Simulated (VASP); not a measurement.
Crystal: LiF.

```
Li F
1.0
     0.00000    2.04050    2.04050
     2.04050    0.00000    2.04050
     2.04050    2.04050    0.00000
Li F
1 1
Direct
  0.00000 0.00000 0.00000
  0.50000 0.50000 0.50000
```

Base run:

| Quantity | Value |
| --- | --- |
| Program | VASP 6.6.1 |
| Functional | r2SCAN |
| Potentials or basis | VASP PAW PBE potentials, release 64 (Li_sv, F) |
| Cutoff | 720 eV |
| k mesh | 10 × 10 × 10 |
| Occupations | fermi-dirac, width 0.03 eV |
| Spin | no spin polarisation |

Its results: band gap on the k mesh 9.90 eV; pressure -5.6 GPa.

Task: The run is repeated on the same cell with these changes: cutoff from 720 eV to 830 eV; further incar settings from ALGO = Normal; EDIFF = 1e-08; NBANDS = 12 to ALGO = Normal; EDIFF = 1e-06; NBANDS = 12. What comes out?

Result: Band gap on the k mesh 9.89 eV; pressure -5.2 GPa.

Caveats: the cell stands under tension; the PAW data sets were made with another functional, which shifts forces and pressure a little.

A k mesh can miss the band edges.
